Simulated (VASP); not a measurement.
# KF in VASP: further runs

The runs below take KF through single point, with r2SCAN.

Everything below comes from runs of VASP 6.6.1. Logs are shortened: lines on timing, memory, paths and dates and some standing lists are left out, and cuts for length are marked.

## Step 1: The cell of the first run

The structure is cubic, space group Fm-3m (No. 225). Conventional cell: a = 5.213 Å, b = 5.213 Å, c = 5.213 Å, α = 90.00°, β = 90.00°, γ = 90.00°. Within 3.4 Å of K (site symmetry m-3m) lie 6 F at 2.61 Å. Within 3.4 Å of F (site symmetry m-3m) lie 6 K at 2.61 Å.

## Step 2: Single point, r2SCAN (strain -0.025 along x and y, -0.025 along z)

POSCAR reads:

```
KF
1.0
    0.0000000000      2.6066625000      2.6066625000
    2.6066625000      0.0000000000      2.6066625000
    2.6066625000      2.6066625000      0.0000000000
K F
1 1
Direct
    0.0000000000      0.0000000000      0.0000000000
    0.5000000000      0.5000000000      0.5000000000
```

INCAR.step1 reads:

```
SYSTEM = KF
ALGO = Normal
EDIFF = 1E-4
ENCUT = 520
GGA = PE
ISMEAR = 0
LASPH = .True.
LCHARG = .False.
LREAL = .False.
LWAVE = .True.
NBANDS = 15
NELM = 100
PREC = Accurate
SIGMA = 0.05
```

INCAR.step2 reads:

```
SYSTEM = KF
ALGO = Normal
EDIFF = 1E-6
ENCUT = 520
ISIF = 2
ISMEAR = 0
ISTART = 1
LASPH = .True.
LCHARG = .True.
LELF = .True.
LMIXTAU = .True.
LREAL = .False.
LVHAR = .True.
LWAVE = .False.
METAGGA = R2SCAN
NBANDS = 15
NELM = 100
PREC = Accurate
SIGMA = 0.05
```

KPOINTS reads:

```
k-points
0
Gamma
  8 8 8
  0 0 0
```

Potentials or basis: VASP PAW PBE potentials, release 64 (K_sv, F).

Started as:

```
cat potpaw_PBE.64/K_sv/POTCAR potpaw_PBE.64/F/POTCAR > POTCAR
cp INCAR.step1 INCAR
mpirun -np 1 vasp_std > vasp.out
cp INCAR.step2 INCAR
mpirun -np 1 vasp_std > vasp.out
```

OUTCAR:

```text
SYSTEM = KF
   EDIFF = 1E-6
   ENCUT = 520
   ISIF = 2
   ISMEAR = 0
   ISTART = 1
   LASPH = .True.
   LREAL = .False.
   METAGGA = R2SCAN
   NELM = 100
   PREC = Accurate

 ion  position               nearest neighbor table
   1  0.000  0.000  0.000-   2 2.61   2 2.61   2 2.61   2 2.61   2 2.61   2 2.61
   2  0.500  0.500  0.500-   1 2.61   1 2.61   1 2.61   1 2.61   1 2.61   1 2.61

  LATTYP: Found a face centered cubic cell.
 ALAT       =     5.2133250000

  Lattice vectors:

 A1 = (   0.0000000000,   2.6066625000,   2.6066625000)
 A2 = (   2.6066625000,   0.0000000000,   2.6066625000)
 A3 = (   2.6066625000,   2.6066625000,   0.0000000000)

Analysis of symmetry for initial positions (statically):
=====================================================================
 Subroutine PRICEL returns:
 Original cell was already a primitive cell.

 Routine SETGRP: Setting up the symmetry group for a
 face centered cubic supercell.

 Subroutine GETGRP returns: Found 48 space group operations
 (whereof 48 operations were pure point group operations)
 out of a pool of 48 trial point group operations.

The static configuration has the point symmetry O_h .

Analysis of symmetry for dynamics (positions and initial velocities):
=====================================================================
 Subroutine PRICEL returns:
 Original cell was already a primitive cell.

 Routine SETGRP: Setting up the symmetry group for a
 face centered cubic supercell.

 Subroutine GETGRP returns: Found 48 space group operations
 (whereof 48 operations were pure point group operations)
 out of a pool of 48 trial point group operations.

The dynamic configuration has the point symmetry O_h .

 Subroutine INISYM returns: Found 48 space group operations
 (whereof 48 operations are pure point group operations),
 and found     1 'primitive' translations

----------------------------------------------------------------------------------------

                                     Primitive cell

  volume of cell :      35.4229

  direct lattice vectors                    reciprocal lattice vectors
     0.000000000  2.606662500  2.606662500    -0.191816163  0.191816163  0.191816163
     2.606662500  0.000000000  2.606662500     0.191816163 -0.191816163  0.191816163
     2.606662500  2.606662500  0.000000000     0.191816163  0.191816163 -0.191816163

  length of vectors
     3.686377460  3.686377460  3.686377460     0.332235341  0.332235341  0.332235341

  position of ions in fractional coordinates (direct lattice)
     0.000000000  0.000000000  0.000000000
     0.500000000  0.500000000  0.500000000

  ion indices of the primitive-cell ions
   primitive index   ion index
                 1           1
                 2           2

----------------------------------------------------------------------------------------

 KPOINTS: k-points

Automatic generation of k-mesh.
 Grid dimensions read from file:
 generate k-points for:    8    8    8

 Generating k-lattice:

  Cartesian coordinates                     Fractional coordinates (reciprocal lattice)
    -0.023977020  0.023977020  0.023977020     0.125000000  0.000000000  0.000000000
     0.023977020 -0.023977020  0.023977020     0.000000000  0.125000000  0.000000000
     0.023977020  0.023977020 -0.023977020     0.000000000  0.000000000  0.125000000

  Length of vectors
     0.041529418  0.041529418  0.041529418

  Shift w.r.t. Gamma in fractional coordinates (k-lattice)
     0.000000000  0.000000000  0.000000000

 Subroutine IBZKPT returns following result:
 ===========================================

 Found     29 irreducible k-points:

 Following reciprocal coordinates:
            Coordinates               Weight
  0.000000  0.000000  0.000000      1.000000
  0.125000  0.000000  0.000000      8.000000
  0.250000  0.000000  0.000000      8.000000
  0.375000  0.000000  0.000000      8.000000
  0.500000  0.000000  0.000000      4.000000
  0.125000  0.125000  0.000000      6.000000
[... 16 lines left out ...]
  0.500000  0.250000  0.125000     48.000000
 -0.375000  0.250000  0.125000     24.000000
 [... further k-points ...]
   k-points           NKPTS =     29   k-points in BZ     NKDIM =     29   number of bands    NBANDS=     15
   number of dos      NEDOS =    301   number of ions     NIONS =      2
   total plane-waves  NPLWV =  21952
   dimension x,y,z NGX =    28 NGY =   28 NGZ =   28
   dimension x,y,z NGXF=    56 NGYF=   56 NGZF=   56
   ions per type =               1   1
   NGX,Y,Z   is equivalent  to a cutoff of  12.63, 12.63, 12.63 a.u.
   NGXF,Y,Z  is equivalent  to a cutoff of  25.25, 25.25, 25.25 a.u.
 SYSTEM =  KF
   PREC   = accura    normal or accurate (medium, high low for compatibility)
   ISTART =      1    job   : 0-new  1-cont  2-samecut
   ICHARG =      0    charge: 1-file 2-atom 10-const
   ISPIN  =      1    spin polarized calculation?
   LNONCOLLINEAR =      F non collinear calculations
   LSORBIT =      F    spin-orbit coupling
   LASPH  =      T    aspherical Exc in radial PAW
   ENCUT  =  520.0 eV  38.22 Ry    6.18 a.u.   6.85  6.85  6.85*2*pi/ulx,y,z
   NELM   =    100;   NELMIN=  2; NELMDL=  0     # of ELM steps
   EDIFF  = 0.1E-05   stopping-criterion for ELM
   LREAL  =      F    real-space projection
   EDIFFG = 0.1E-04   stopping-criterion for IOM
   NSW    =      0    number of steps for IOM
   IBRION =     -1    ionic relax: 0-MD 1-quasi-New 2-CG
   NFREE  =      0    steps in history (QN), initial steepest desc. (CG)
   ISIF   =      2    stress and relaxation
   ISYM   =      2    0-nonsym 1-usesym 2-fastsym
   POTIM  = 0.5000    time-step for ionic-motion
   TEBEG  =    0.0;   TEEND  =   0.0 temperature during run
   PSTRESS=    0.0 pullay stress
   NELECT =      16.0000    total number of electrons
   NUPDOWN=      -1.0000    fix difference up-down
   EMIN   =  10.00;   EMAX   =-10.00  energy-range for DOS
   EFERMI =   0.00;   METHOD = LEGACY
   ISMEAR =     0;   SIGMA  =   0.05  broadening in eV -4-tet -1-fermi 0-gaus
   EFERMI_NEDOS =   21; number of points for ismear=-14 and -15
   IALGO  =     38    algorithm
   IMIX   =      4    mixing-type and parameters
     AMIX     =   0.40;   BMIX     =  1.00
     AMIX_MAG =   1.60;   BMIX_MAG =  1.00
  volume/ion in A,a.u.               =      17.71       119.52
  Fermi-wavevector in a.u.,A,eV,Ry     =   1.256088  2.373662 21.466684  1.577757
  Thomas-Fermi vector in A             =   2.389813
   LORBIT       =      0    0 simple, 1 ext, 2 COOP (PROOUT), +10 PAW based schemes
   METAGGA = R2SCAN    functional components
   LHFCALC =     F    Hartree Fock is set to
   AEXX    =    0.0000 exact exchange contribution
   IVDW    =     0    specifies the selected vdW correction
   LEPSILON=     F    determine dielectric tensor
   LRPA    =     F    only Hartree local field effects (RPA)
 non-spin polarized calculation
 Gauss-broadening in eV      SIGMA  =   0.05
  energy-cutoff  :      520.00
  volume of cell :       35.42
 maximum number of plane-waves:       961
   NGX = 13   NGY = 13   NGZ = 13

 number of electron      16.0000008 magnetization

 Free energy of the ion-electron system (eV)
  ---------------------------------------------------
  ext. energy  EPLUGINS =         0.00000000
  ---------------------------------------------------
  free energy    TOTEN  =       -14.95426218 eV

  energy without entropy =      -14.95426218  energy(sigma->0) =      -14.95426218

 E-fermi :  -2.9347     XC(G=0):  -9.2767

 val. band max:       -3.1449548719   @ k =   0.0000   0.0000   0.0000
 cond. band min:       4.0993672586   @ k =   0.0000   0.0000   0.0000
 fundamental gap:      7.2443221305
 Fermi energy:        -2.9347159742

 k-point     1 :       0.0000    0.0000    0.0000
  band No.  band energies     occupation
      1     -30.0705      2.00000
      2     -22.9720      2.00000
      3     -12.4937      2.00000
      4     -12.4937      2.00000
      5     -12.4937      2.00000
      6      -3.1450      2.00000
      7      -3.1450      2.00000
      8      -3.1450      2.00000
      9       4.0994      0.00000
     10       8.5051      0.00000
     11       8.5051      0.00000
     12       8.5052      0.00000
     13      10.4734      0.00000
     14      10.4734      0.00000
     15      14.5543      0.00000

 k-point     2 :       0.1250    0.0000    0.0000
  band No.  band energies     occupation
      1     -30.0510      2.00000
      2     -22.9907      2.00000
      3     -12.5410      2.00000
      4     -12.4995      2.00000
      5     -12.4995      2.00000
      6      -3.2927      2.00000
      7      -3.2061      2.00000
      8      -3.2061      2.00000
      9       4.5602      0.00000
     10       8.2038      0.00000
     11       8.7391      0.00000
     12       8.7391      0.00000
     13      10.6433      0.00000
     14      10.6433      0.00000
     15      15.4309      0.00000

 k-point     3 :       0.2500    0.0000    0.0000
  band No.  band energies     occupation
      1     -30.0035      2.00000
      2     -23.0373      2.00000
      3     -12.6542      2.00000
      4     -12.5132      2.00000
      5     -12.5132      2.00000
      6      -3.6098      2.00000
      7      -3.3503      2.00000
      8      -3.3503      2.00000
      9       5.6868      0.00000
     10       7.8332      0.00000
     11       9.3284      0.00000
     12       9.3284      0.00000
     13      11.1537      0.00000
     14      11.1537      0.00000
     15      16.8589      0.00000
[... 343 lines left out ...]
 k-point    23 :       0.5000    0.2500    0.1250
  band No.  band energies     occupation
      1     -29.9346      2.00000
      2     -23.0680      2.00000
      3     -12.8260      2.00000
      4     -12.7402      2.00000
      5     -12.5677      2.00000
      6      -3.7399      2.00000
      7      -3.4815      2.00000
      8      -3.2984      2.00000
      9       7.0261      0.00000
     10       7.5036      0.00000
     11       9.8855      0.00000
     12      10.6427      0.00000
     13      11.7877      0.00000
     14      12.8179      0.00000
     15      15.0379      0.00000

 k-point    24 :      -0.3750    0.2500    0.1250
  band No.  band energies     occupation
      1     -29.9193      2.00000
      2     -23.0772      2.00000
      3     -12.8806      2.00000
      4     -12.7612      2.00000
      5     -12.5758      2.00000
      6      -3.7477      2.00000
      7      -3.4480      2.00000
      8      -3.4097      2.00000
      9       7.1572      0.00000
     10       7.9295      0.00000
     11       9.8871      0.00000
     12      10.8450      0.00000
     13      12.2964      0.00000
     14      13.4379      0.00000
     15      14.0440      0.00000

 [... further k-points ...]
[... 5 lines left out ...]
  --------------------------------------------------------------------------------------
  -------------------------------------------------------------------------------------
  Total        0.5428653      0.5428653      0.5428653     -0.0000000      0.0000000     -0.0000000
  in kB       24.5537737     24.5537737     24.5537737     -0.0000000      0.0000000     -0.0000000
  external PRESSURE =      24.5537737 kB  Pullay stress =       0.0000000 kB

 VOLUME and BASIS-vectors are now :
 -----------------------------------------------------------------------------
  energy-cutoff  :      520.00
  volume of cell :       35.42
      direct lattice vectors                 reciprocal lattice vectors
     0.000000000  2.606662500  2.606662500    -0.191816163  0.191816163  0.191816163
     2.606662500  0.000000000  2.606662500     0.191816163 -0.191816163  0.191816163
     2.606662500  2.606662500  0.000000000     0.191816163  0.191816163 -0.191816163

 POSITION                                       TOTAL-FORCE (eV/Angst)
 -----------------------------------------------------------------------------------
      0.00000      0.00000      0.00000         0.000000     -0.000000     -0.000000
      2.60666      2.60666      2.60666        -0.000000      0.000000      0.000000
 -----------------------------------------------------------------------------------
    total drift:                                0.000000      0.000000      0.000000

  FREE ENERGIE OF THE ION-ELECTRON SYSTEM (eV)
  ---------------------------------------------------
  free  energy   TOTEN  =       -14.9542621843 eV

  energy  without entropy=      -14.9542621843  energy(sigma->0) =      -14.95426218
```

Wall time 85 s (1 thread of Intel Xeon 8259CL, shared host); peak memory 0.17 GiB.

Results:

```
Free energy            : -14.9543 eV
Pressure               : 2.5 GPa
Band gap on the k mesh : 7.24 eV
```

Levels at points of the mesh, in eV from the valence-band top:
| k point | band 5 | band 6 | band 7 | band 8 | band 9 | band 10 | band 11 | band 12 |
| --- | --- | --- | --- | --- | --- | --- | --- | --- |
| (0.00, 0.00, 0.00) | -9.35 | 0.00 | 0.00 | 0.00 | 7.24 | 11.65 | 11.65 | 11.65 |
| (0.50, 0.00, 0.00) | -9.39 | -0.85 | -0.40 | -0.40 | 9.99 | 11.83 | 13.28 | 13.28 |
| (0.50, 0.50, 0.00) | -9.61 | -0.16 | -0.03 | -0.03 | 8.81 | 11.65 | 13.05 | 15.03 |

Caveat: the cell differs from its parent crystal (strain -0.025 along x and y, -0.025 along z); the PAW data sets were made with another functional, which shifts forces and pressure a little. A k mesh can miss the band edges.

## Step 3: Single point, r2SCAN (strain +0.025 along x and y, +0.025 along z)

POSCAR reads:

```
KF
1.0
    0.0000000000      2.7403375000      2.7403375000
    2.7403375000      0.0000000000      2.7403375000
    2.7403375000      2.7403375000      0.0000000000
K F
1 1
Direct
    0.0000000000      0.0000000000      0.0000000000
    0.5000000000      0.5000000000      0.5000000000
```

INCAR.step1 reads:

```
PREC = Accurate
ENCUT = 520
ISMEAR = 0
SIGMA = 0.05
LREAL = False
LASPH = True
NELM = 60
NBANDS = 15
GGA = PE
ALGO = Normal
EDIFF = 1E-4
LWAVE = True
LCHARG = False
```

INCAR.step2 reads:

```
PREC = Accurate
ENCUT = 520
EDIFF = 1E-6
ISMEAR = 0
SIGMA = 0.05
LREAL = False
LASPH = True
NELM = 60
ALGO = Normal
ISIF = 2
LWAVE = False
LCHARG = True
METAGGA = R2SCAN
LMIXTAU = True
LELF = True
LVHAR = True
NBANDS = 15
ISTART = 1
```

KPOINTS reads:

```
Automatic mesh
0
Gamma
  8 8 8
```

Potentials or basis: VASP PAW PBE potentials, release 64 (K_sv, F).

Started as:

```
cat potpaw_PBE.64/K_sv/POTCAR potpaw_PBE.64/F/POTCAR > POTCAR
cp INCAR.step1 INCAR
mpirun -np 1 vasp_std > vasp.out
cp INCAR.step2 INCAR
mpirun -np 1 vasp_std > vasp.out
```

It took 2.5 min on 1 thread of Intel Xeon 8259CL, shared host; peak memory 0.18 GiB.

It converged, with:

| Quantity | Value |
| --- | --- |
| Free energy | -14.9456 eV |
| Pressure | -2.6 GPa |
| Band gap on the k mesh | 6.44 eV |

Levels at points of the mesh, in eV from the valence-band top:
| k point | band 6 | band 7 | band 8 | band 9 | band 10 | band 11 |
| --- | --- | --- | --- | --- | --- | --- |
| (0.00, 0.00, 0.00) | 0.00 | 0.00 | 0.00 | 6.44 | 11.24 | 11.24 |
| (0.50, 0.00, 0.00) | -0.68 | -0.28 | -0.28 | 9.36 | 10.68 | 12.57 |
| (0.50, 0.50, 0.00) | -0.23 | -0.07 | -0.07 | 8.69 | 10.80 | 11.81 |

Caveat: the cell differs from its parent crystal (strain +0.025 along x and y, +0.025 along z); the PAW data sets were made with another functional, which shifts forces and pressure a little.

## Step 4: Single point, r2SCAN (strain -0.050 along x and y, +0.000 along z)

POSCAR reads:

```
KF
1.0
    0.0000000000      2.5398250000      2.6735000000
    2.5398250000      0.0000000000      2.6735000000
    2.5398250000      2.5398250000      0.0000000000
K F
1 1
Direct
    0.0000000000      0.0000000000      0.0000000000
    0.5000000000      0.5000000000      0.5000000000
```

INCAR.step1 reads:

```
PREC     = Accurate       # precision mode
ENCUT    = 520            # plane-wave cutoff, eV
ISMEAR   = 0              # smearing method
SIGMA    = 0.05           # smearing width, eV
LREAL    = False          # projectors in reciprocal space
LASPH    = True           # aspherical terms in the spheres
NELM     = 60             # most SCF steps
NBANDS   = 15             # bands
GGA      = PE             # functional
ALGO     = Normal         # electronic algorithm
EDIFF    = 1E-4           # SCF threshold, eV
LWAVE    = True           # write WAVECAR
LCHARG   = False          # write CHGCAR
```

INCAR.step2 reads:

```
PREC     = Accurate       # precision mode
ENCUT    = 520            # plane-wave cutoff, eV
EDIFF    = 1E-7           # SCF threshold, eV
ISMEAR   = 0              # smearing method
SIGMA    = 0.05           # smearing width, eV
LREAL    = False          # projectors in reciprocal space
LASPH    = True           # aspherical terms in the spheres
NELM     = 60             # most SCF steps
ALGO     = Normal         # electronic algorithm
ISIF     = 2              # what is computed and relaxed
LWAVE    = False          # write WAVECAR
LCHARG   = False          # write CHGCAR
METAGGA  = R2SCAN         # meta-GGA
LMIXTAU  = True         
NBANDS   = 15             # bands
ISTART   = 1
```

KPOINTS is that of step 3.

Started as:

```
cat potpaw_PBE.64/K_sv/POTCAR potpaw_PBE.64/F/POTCAR > POTCAR
cp INCAR.step1 INCAR
mpirun -np 1 vasp_std > vasp.out
cp INCAR.step2 INCAR
mpirun -np 1 vasp_std > vasp.out
```

It took 3.6 min on 1 thread of Intel Xeon 8259CL, shared host; peak memory 0.18 GiB.

Results (log left out):

| Quantity | Value |
| --- | --- |
| Free energy | -14.9164 eV |
| Pressure | 4.2 GPa |
| Band gap on the k mesh | 7.34 eV |

Stress tensor (GPa, compression positive):
```
5.77 0.00 0.00
0.00 5.77 0.00
0.00 0.00 0.92
```

Levels at points of the mesh, in eV from the valence-band top:
```
           k point  band 4  band 5  band 6  band 7  band 8  band 9  band 10  band 11  band 12  band 13
(0.00, 0.00, 0.00)   -9.29   -9.29   -0.11    0.00    0.00    7.34    11.47    11.81    11.81    13.45
(0.50, 0.00, 0.00)   -9.36   -9.29   -0.92   -0.48   -0.47   10.05    11.99    13.23    13.54    15.84
(0.50, 0.50, 0.00)   -9.53   -9.53   -0.28   -0.02   -0.02    8.94    11.79    12.93    15.17    15.70
(0.50, 0.00, 0.50)   -9.64   -9.56   -0.14   -0.11   -0.01    8.73    11.77    13.39    15.13    15.47
```

Caveat: the cell differs from its parent crystal (strain -0.050 along x and y, +0.000 along z); the cell stands under pressure; the PAW data sets were made with another functional, which shifts forces and pressure a little.

(Continued in part 2 of 2.)
